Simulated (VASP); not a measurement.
# Mg8O7 (a cell with a defect) in VASP: a series of runs

Mg8O7 (a cell with a defect) is run at these levels: PBE; tasks: single point.

All numbers are computed with VASP 6.6.1; they aren't measurements. Logs are shortened: lines on timing, memory, paths and dates and some standing lists are left out, and cuts for length are marked.

## (1) The cell of the first run

The cell holds a defect, 15 atoms: a = 6.095 Å, b = 6.095 Å, c = 6.095 Å, α = 60.00°, β = 60.00°, γ = 60.00°.

## (2) Single point, PBE

The input, INCAR:

```
SYSTEM = Mg8O7
PREC = Accurate
ENCUT = 520
EDIFF = 1E-6
ISMEAR = -1
SIGMA = 0.05
LREAL = Auto
LASPH = .TRUE.
NELM = 80
ALGO = Normal
ISIF = 2
LWAVE = .FALSE.
LCHARG = .FALSE.
GGA = PE
NBANDS = 42
```

The input, KPOINTS:

```
Automatic mesh
0
G
  3 3 3
  0 0 0
```

The input, POSCAR:

```
Mg8O7
1.0
    0.0000000000      4.3100743200      4.3100743200
    4.3100743200      0.0000000000      4.3100743200
    4.3100743200      4.3100743200      0.0000000000
Mg O
8 7
Direct
   -0.0017843080      0.0018745616      0.0015381405
   -0.0015484652      0.0017271164      0.4987714458
   -0.0015816433      0.4991955684      0.0013252672
   -0.0003354931      0.5004885855      0.5000718874
    0.4996949797      0.0004787620      0.0000045243
    0.5009658395      0.0018317550      0.4987394278
    0.5010809187      0.4991519497      0.0013408121
    0.5009064438      0.4992951026      0.4988315375
    0.2499047395      0.2503399988      0.2500639015
    0.2497323526      0.2502954520      0.7501457655
    0.2497939525      0.7503922809      0.2499612350
    0.7498260494      0.2504105312      0.2500701658
    0.7498466987      0.2502485850      0.7501747673
    0.7498540072      0.7503630471      0.2501215571
    0.7498265134      0.7502835821      0.7500808014
```

Potentials or basis: VASP PAW PBE potentials, release 64 (Mg, O).

Launch:

```
cat potpaw_PBE.64/Mg/POTCAR potpaw_PBE.64/O/POTCAR > POTCAR
mpirun -np 1 vasp_std > vasp.out
```

OUTCAR:

```text
SYSTEM = Mg8O7
   PREC = Accurate
   ENCUT = 520
   EDIFF = 1E-6
   ISMEAR = -1
   LREAL = Auto
   LASPH = .TRUE.
   NELM = 80
   ISIF = 2
   GGA = PE

 ion  position               nearest neighbor table
   1  0.998  0.002  0.002-  12 2.14  13 2.15  14 2.15  10 2.15  11 2.16   7 3.03   6 3.03   2 3.03
                             3 3.03   4 3.05   5 3.05   5 3.05   4 3.05   3 3.06   2 3.06   6 3.06
   2  0.998  0.002  0.499-  12 2.14  13 2.15   9 2.16  15 2.16  11 2.16   1 3.03   6 3.03   3 3.03
                             8 3.03   4 3.05   5 3.05   5 3.05   4 3.05   8 3.06   3 3.06   6 3.06
   3  0.998  0.499  0.001-  12 2.14  15 2.15  14 2.15  10 2.16   9 2.16   1 3.03   7 3.03   2 3.03
                             8 3.03   4 3.05   5 3.05   5 3.05   4 3.05   8 3.06   2 3.06   7 3.06
   4  1.000  0.500  0.500-  14 2.15  15 2.15  11 2.16  13 2.16  10 2.16   9 2.16   7 3.05   1 3.05
                             8 3.05   6 3.05   2 3.05   3 3.05   3 3.05   2 3.05   6 3.05   8 3.05
   5  0.500  0.000  0.000-  10 2.15   9 2.15  13 2.15  11 2.15  15 2.16  14 2.16   6 3.05   7 3.05
                             1 3.05   8 3.05   2 3.05   3 3.05   3 3.05   8 3.05   2 3.05   1 3.05
   6  0.501  0.002  0.499-  12 2.14   9 2.15  10 2.15  14 2.16  15 2.16   1 3.03   7 3.03   2 3.03
                             8 3.03   5 3.05   4 3.05   4 3.05   5 3.05   8 3.06   2 3.06   7 3.06
   7  0.501  0.499  0.001-  12 2.14  11 2.15  15 2.15   9 2.16  13 2.16   1 3.03   3 3.03   6 3.03
                             8 3.03   4 3.05   5 3.05   5 3.05   4 3.05   8 3.06   6 3.06   3 3.06
   8  0.501  0.499  0.499-  12 2.14  11 2.15  14 2.16  10 2.16  13 2.16   7 3.03   6 3.03   3 3.03
                             2 3.03   4 3.05   5 3.05   5 3.05   4 3.05   2 3.06   3 3.06   6 3.06
   9  0.250  0.250  0.250-   6 2.15   5 2.15   7 2.16   2 2.16   4 2.16   3 2.16
  10  0.250  0.250  0.750-   5 2.15   6 2.15   1 2.15   3 2.16   4 2.16   8 2.16
  11  0.250  0.750  0.250-   7 2.15   5 2.15   8 2.15   1 2.16   4 2.16   2 2.16
  12  0.750  0.250  0.250-   1 2.14   2 2.14   3 2.14   6 2.14   7 2.14   8 2.14
  13  0.750  0.250  0.750-   1 2.15   5 2.15   2 2.15   4 2.16   7 2.16   8 2.16
  14  0.750  0.750  0.250-   4 2.15   1 2.15   3 2.15   8 2.16   6 2.16   5 2.16
  15  0.750  0.750  0.750-   4 2.15   3 2.15   7 2.15   2 2.16   5 2.16   6 2.16

  LATTYP: Found a face centered cubic cell.
 ALAT       =     8.6201486400

  Lattice vectors:

 A1 = (   0.0000000000,   4.3100743200,   4.3100743200)
 A2 = (   4.3100743200,   0.0000000000,   4.3100743200)
 A3 = (   4.3100743200,   4.3100743200,   0.0000000000)

Analysis of symmetry for initial positions (statically):
=====================================================================
 Subroutine PRICEL returns:
 Original cell was already a primitive cell.

 Routine SETGRP: Setting up the symmetry group for a
 face centered cubic supercell.

 Subroutine GETGRP returns: Found  1 space group operations
 (whereof  1 operations were pure point group operations)
 out of a pool of 48 trial point group operations.

The static configuration has the point symmetry C_1 .

Analysis of symmetry for dynamics (positions and initial velocities):
=====================================================================
 Subroutine PRICEL returns:
 Original cell was already a primitive cell.

 Routine SETGRP: Setting up the symmetry group for a
 face centered cubic supercell.

 Subroutine GETGRP returns: Found  1 space group operations
 (whereof  1 operations were pure point group operations)
 out of a pool of 48 trial point group operations.

The dynamic configuration has the point symmetry C_1 .

 Subroutine INISYM returns: Found  1 space group operations
 (whereof  1 operations are pure point group operations),
 and found     1 'primitive' translations

----------------------------------------------------------------------------------------

                                     Primitive cell

  volume of cell :     160.1343

  direct lattice vectors                    reciprocal lattice vectors
     0.000000000  4.310074320  4.310074320    -0.116007280  0.116007280  0.116007280
     4.310074320  0.000000000  4.310074320     0.116007280 -0.116007280  0.116007280
     4.310074320  4.310074320  0.000000000     0.116007280  0.116007280 -0.116007280

  length of vectors
     6.095365558  6.095365558  6.095365558     0.200930504  0.200930504  0.200930504

  position of ions in fractional coordinates (direct lattice)
     0.998215692  0.001874562  0.001538141
     0.998451535  0.001727116  0.498771446
     0.998418357  0.499195568  0.001325267
     0.999664507  0.500488586  0.500071887
     0.499694980  0.000478762  0.000004524
     0.500965839  0.001831755  0.498739428
     0.501080919  0.499151950  0.001340812
     0.500906444  0.499295103  0.498831538
     0.249904740  0.250339999  0.250063901
     0.249732353  0.250295452  0.750145766
     0.249793952  0.750392281  0.249961235
     0.749826049  0.250410531  0.250070166
     0.749846699  0.250248585  0.750174767
     0.749854007  0.750363047  0.250121557
     0.749826513  0.750283582  0.750080801

  ion indices of the primitive-cell ions
   primitive index   ion index
                 1           1
                 2           2
                 3           3
                 4           4
                 5           5
                 6           6
                 7           7
                 8           8
                 9           9
                10          10
                11          11
                12          12
                13          13
                14          14
                15          15

----------------------------------------------------------------------------------------

 KPOINTS: Automatic mesh

Automatic generation of k-mesh.
 Grid dimensions read from file:
 generate k-points for:    3    3    3

 Generating k-lattice:

  Cartesian coordinates                     Fractional coordinates (reciprocal lattice)
    -0.038669093  0.038669093  0.038669093     0.333333333  0.000000000  0.000000000
     0.038669093 -0.038669093  0.038669093     0.000000000  0.333333333  0.000000000
     0.038669093  0.038669093 -0.038669093     0.000000000  0.000000000  0.333333333

  Length of vectors
     0.066976835  0.066976835  0.066976835

  Shift w.r.t. Gamma in fractional coordinates (k-lattice)
     0.000000000  0.000000000  0.000000000

 Subroutine IBZKPT returns following result:
 ===========================================

 Found     14 irreducible k-points:

 Following reciprocal coordinates:
            Coordinates               Weight
  0.000000  0.000000  0.000000      1.000000
  0.333333  0.000000  0.000000      2.000000
  0.000000  0.333333  0.000000      2.000000
  0.000000  0.000000  0.333333      2.000000
  0.333333  0.333333  0.333333      2.000000
  0.333333  0.333333  0.000000      2.000000
  0.000000  0.333333  0.333333      2.000000
  0.333333  0.000000  0.333333      2.000000
 -0.333333  0.333333  0.000000      2.000000
  0.000000 -0.333333  0.333333      2.000000
  0.333333  0.000000 -0.333333      2.000000
  0.333333  0.333333 -0.333333      2.000000
 -0.333333  0.333333 -0.333333      2.000000
  0.333333 -0.333333 -0.333333      2.000000
   k-points           NKPTS =     14   k-points in BZ     NKDIM =     14   number of bands    NBANDS=     42
   number of dos      NEDOS =    301   number of ions     NIONS =     15
   total plane-waves  NPLWV = 110592
   dimension x,y,z NGX =    48 NGY =   48 NGZ =   48
   dimension x,y,z NGXF=    96 NGYF=   96 NGZF=   96
   ions per type =               8   7
   NGX,Y,Z   is equivalent  to a cutoff of  13.09, 13.09, 13.09 a.u.
   NGXF,Y,Z  is equivalent  to a cutoff of  26.18, 26.18, 26.18 a.u.
 SYSTEM =  Mg8O7
   PREC   = accura    normal or accurate (medium, high low for compatibility)
   ISTART =      0    job   : 0-new  1-cont  2-samecut
   ICHARG =      2    charge: 1-file 2-atom 10-const
   ISPIN  =      1    spin polarized calculation?
   LNONCOLLINEAR =      F non collinear calculations
   LSORBIT =      F    spin-orbit coupling
   LASPH  =      T    aspherical Exc in radial PAW
   ENCUT  =  520.0 eV  38.22 Ry    6.18 a.u.  11.33 11.33 11.33*2*pi/ulx,y,z
   NELM   =     80;   NELMIN=  2; NELMDL= -5     # of ELM steps
   EDIFF  = 0.1E-05   stopping-criterion for ELM
   LREAL  =      T    real-space projection
   EDIFFG = 0.1E-04   stopping-criterion for IOM
   NSW    =      0    number of steps for IOM
   IBRION =     -1    ionic relax: 0-MD 1-quasi-New 2-CG
   NFREE  =      0    steps in history (QN), initial steepest desc. (CG)
   ISIF   =      2    stress and relaxation
   ISYM   =      2    0-nonsym 1-usesym 2-fastsym
   POTIM  = 0.5000    time-step for ionic-motion
   TEBEG  =    0.0;   TEEND  =   0.0 temperature during run
   PSTRESS=    0.0 pullay stress
   NELECT =      58.0000    total number of electrons
   NUPDOWN=      -1.0000    fix difference up-down
   EMIN   =  10.00;   EMAX   =-10.00  energy-range for DOS
   EFERMI =   0.00;   METHOD = LEGACY
   ISMEAR =    -1;   SIGMA  =   0.05  broadening in eV -4-tet -1-fermi 0-gaus
   EFERMI_NEDOS =   21; number of points for ismear=-14 and -15
   IALGO  =     38    algorithm
   IMIX   =      4    mixing-type and parameters
     AMIX     =   0.40;   BMIX     =  1.00
     AMIX_MAG =   1.60;   BMIX_MAG =  1.00
  volume/ion in A,a.u.               =      10.68        72.04
  Fermi-wavevector in a.u.,A,eV,Ry     =   1.166960  2.205235 18.528363  1.361796
  Thomas-Fermi vector in A             =   2.303467
   LORBIT       =      0    0 simple, 1 ext, 2 COOP (PROOUT), +10 PAW based schemes
   GGA     = PE    functional components
   LHFCALC =     F    Hartree Fock is set to
   AEXX    =    0.0000 exact exchange contribution
   IVDW    =     0    specifies the selected vdW correction
   LEPSILON=     F    determine dielectric tensor
   LRPA    =     F    only Hartree local field effects (RPA)
 non-spin polarized calculation
  energy-cutoff  :      520.00
  volume of cell :      160.13
 maximum number of plane-waves:      4320
 NGX is ok and might be reduce to    48
   NGX = 23   NGY = 23   NGZ = 23

 number of electron      57.9999984 magnetization

 Free energy of the ion-electron system (eV)
  ---------------------------------------------------
  ext. energy  EPLUGINS =         0.00000000
  ---------------------------------------------------
  free energy    TOTEN  =       -83.62535051 eV

  energy without entropy =      -83.62535051  energy(sigma->0) =      -83.62535051

 E-fermi :   6.3765     XC(G=0): -10.5359

 val. band max:        5.1485919382   @ k =   0.0000  -0.3333   0.3333
 cond. band min:       7.6996857721   @ k =   0.0000   0.0000   0.0000
 fundamental gap:      2.5510938339
 Fermi energy:         6.3765327235

 k-point     1 :       0.0000    0.0000    0.0000
  band No.  band energies     occupation
      1     -14.4849      2.00000
      2     -13.4738      2.00000
      3     -13.4738      2.00000
      4     -13.4737      2.00000
      5     -13.4481      2.00000
      6     -13.2403      2.00000
[... 605 lines left out ...]
     40      13.2960      0.00000
     41      13.4039      0.00000
 [bands above 41 left out]

------------------------ aborting loop because EDIFF is reached ----------------------------------------

  FORCE on cell =-STRESS in cart. coord.  units (eV):
  Direction    XX          YY          ZZ          XY          YZ          ZX
  --------------------------------------------------------------------------------------
  -------------------------------------------------------------------------------------
  Total       -3.6251727     -3.6441006     -3.6430181     -0.0046868     -0.0014177      0.0070866
  in kB      -36.2706225    -36.4600000    -36.4491697     -0.0468922     -0.0141846      0.0709029
  external PRESSURE =     -36.3932641 kB  Pullay stress =       0.0000000 kB

 VOLUME and BASIS-vectors are now :
 -----------------------------------------------------------------------------
  energy-cutoff  :      520.00
  volume of cell :      160.13
      direct lattice vectors                 reciprocal lattice vectors
     0.000000000  4.310074320  4.310074320    -0.116007280  0.116007280  0.116007280
     4.310074320  0.000000000  4.310074320     0.116007280 -0.116007280  0.116007280
     4.310074320  4.310074320  0.000000000     0.116007280  0.116007280 -0.116007280

 POSITION                                       TOTAL-FORCE (eV/Angst)
 -----------------------------------------------------------------------------------
      0.01471      4.30901      4.31046         0.001448      0.003171      0.001803
      2.15719      6.45314      4.31084        -0.000150     -0.010619      0.000522
      2.15728      4.30897      6.45483        -0.000880      0.004795     -0.011676
      4.31249      6.46398      6.46577        -0.005016      0.003681     -0.000154
      0.00208      2.15374      2.15579        -0.000950      0.003994     -0.000874
      2.15750      4.30880      2.16710        -0.001271      0.003351      0.009842
      2.15716      2.16547      4.31108         0.000107      0.010585     -0.002915
      4.30200      4.30894      4.31094        -0.017529      0.003171     -0.001240
      2.15678      2.15490      2.15609         0.003090     -0.004824     -0.002153
      4.31198      4.30955      2.15516         0.002291     -0.002432      0.005071
      4.31160      2.15398      4.31088         0.005200      0.001529      0.001012
      2.15711      4.30963      4.31109         0.005992     -0.001488     -0.001543
      4.31190      6.46520      4.31048         0.002390     -0.006530      0.001790
      4.31216      4.30997      6.46605         0.001362     -0.004910     -0.002002
      6.46668      6.46471      6.46559         0.003917     -0.003474      0.002517
 -----------------------------------------------------------------------------------
    total drift:                                0.011131     -0.002825      0.004243

  FREE ENERGIE OF THE ION-ELECTRON SYSTEM (eV)
  ---------------------------------------------------
  free  energy   TOTEN  =       -83.6253505137 eV

  energy  without entropy=      -83.6253505137  energy(sigma->0) =      -83.62535051
```

Wall time 6.9 min (1 thread of AMD EPYC 7R13, shared host); peak memory 0.31 GiB.

Results:

| Quantity | Value |
| --- | --- |
| Free energy | -83.6254 eV |
| Pressure | -3.6 GPa |
| Largest force | 0.018 eV/Å |
| Band gap on the k mesh | 2.55 eV |

Forces on the atoms (eV/Å):
```
Mg   0.001  0.003  0.002
Mg   0.000 -0.011  0.001
Mg  -0.001  0.005 -0.012
Mg  -0.005  0.004  0.000
Mg  -0.001  0.004 -0.001
Mg  -0.001  0.003  0.010
Mg   0.000  0.011 -0.003
Mg  -0.018  0.003 -0.001
O    0.003 -0.005 -0.002
O    0.002 -0.002  0.005
O    0.005  0.002  0.001
O    0.006 -0.001 -0.002
O    0.002 -0.007  0.002
O    0.001 -0.005 -0.002
O    0.004 -0.003  0.003
```

Caveat: the k points lie up to 0.42 Å⁻¹ apart.

(Part 1 of 2 ends here.)
